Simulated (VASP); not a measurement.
Write the native input for VASP 6.6.1 that does the following.

```yaml
Task: single point
Functional: PBE
Potentials_or_basis: VASP PAW PBE potentials, release 64 (Sn_d, As)
Cutoff: 520 eV
k_mesh: 6 × 6 × 8
Occupations: gaussian, width 0.1 eV
Spin: no spin polarisation
Dipole_correction: no
Further_INCAR_settings: ALGO = Fast; EDIFF = 1e-06; NBANDS = 57
```

The structure of Sn3As lies in POSCAR:

```
Sn3As
1.0
    6.6539606358      0.0000000000      0.0000000000
   -3.3269803179      5.7624989464      0.0000000000
    0.0000000000      0.0000000000      5.3563867373
Sn As
6 2
Direct
    0.3419385170      0.1709692585      0.7500000000
    0.8290307415      0.1709692585      0.7500000000
    0.8290307415      0.6580614830      0.7500000000
    0.6580614830      0.8290307415      0.2500000000
    0.1709692585      0.8290307415      0.2500000000
    0.1709692585      0.3419385170      0.2500000000
    0.6666666667      0.3333333333      0.2500000000
    0.3333333333      0.6666666667      0.7500000000
```

These files were run (other wordings do the same):

INCAR

```
SYSTEM = Sn3As
  PREC = Accurate
  ENCUT = 520
  EDIFF = 1E-6
  ISMEAR = 0
  SIGMA = 0.1
  LREAL = .FALSE.
  LASPH = .TRUE.
  NELM = 100
  ALGO = Fast
  ISIF = 2
  LWAVE = .FALSE.
  LCHARG = .TRUE.
  GGA = PE
  LELF = .TRUE.
  LVHAR = .TRUE.
  NBANDS = 57
```

KPOINTS

```
Automatic mesh
0
G
  6 6 8
  0 0 0
```

Potentials or basis: VASP PAW PBE potentials, release 64 (Sn_d, As).

Launch:

```sh
$ cat potpaw_PBE.64/Sn_d/POTCAR potpaw_PBE.64/As/POTCAR > POTCAR
$ mpirun -np 1 vasp_std > vasp.out
```

It gave:

The pressure is 0.0 GPa and the band gap on the k mesh is zero (bands 47 and 48 overlap by 2.84 eV).

Caveat: spin-orbit coupling is left out, which moves the levels of the heavy elements.

Run time: 7.6 min on 1 thread of Intel(R) Xeon(R) Platinum 8259CL CPU @ 2.50GHz (Skylake/Cascade Lake), on a shared host, peak memory 0.49 GiB.
